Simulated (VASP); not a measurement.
Here is a VASP 6.6.1 calculation.

Contents of INCAR:

```
PREC = Accurate
ENCUT = 520
EDIFF = 1E-8
ISMEAR = 0
SIGMA = 0.01
LREAL = False
LASPH = True
NELM = 80
ALGO = Normal
ISIF = 2
LWAVE = False
LCHARG = False
GGA = PE
NBANDS = 11
IBRION = 8
NSW = 1
LEPSILON = True
```

File KPOINTS:

```
Automatic mesh
0
Gamma
  12 12 12
```

Contents of POSCAR:

```
BN
1.0
    0.0000000000      1.8243412155      1.8243412155
    1.8243412155      0.0000000000      1.8243412155
    1.8243412155      1.8243412155      0.0000000000
B N
1 1
Direct
    0.0000000000      0.0000000000      0.0000000000
    0.7500000000      0.7500000000      0.7500000000
```

Potentials or basis: VASP PAW PBE potentials, release 64 (B, N).

The run is started by

```sh
$ cat potpaw_PBE.64/B/POTCAR potpaw_PBE.64/N/POTCAR > POTCAR
$ mpirun -np 1 vasp_std > vasp.out
```

Task: What does it give for the electronic dielectric tensor (diagonal)?

Result: 4.64.

Task: Estimate the Born charges (mean of the diagonal).

Result: B +1.92; N -1.92 e.

Task: Estimate the highest phonon frequency at Γ, LO-TO splitting left out.

Result: 1005 cm⁻¹.

Electronic dielectric tensor:
```
4.64 0.00 0.00
0.00 4.64 0.00
0.00 0.00 4.64
```

Caveat: the cell differs from its parent crystal (phonons at volume x 1.02); the cell wasn't relaxed at this level first, which shifts response properties.
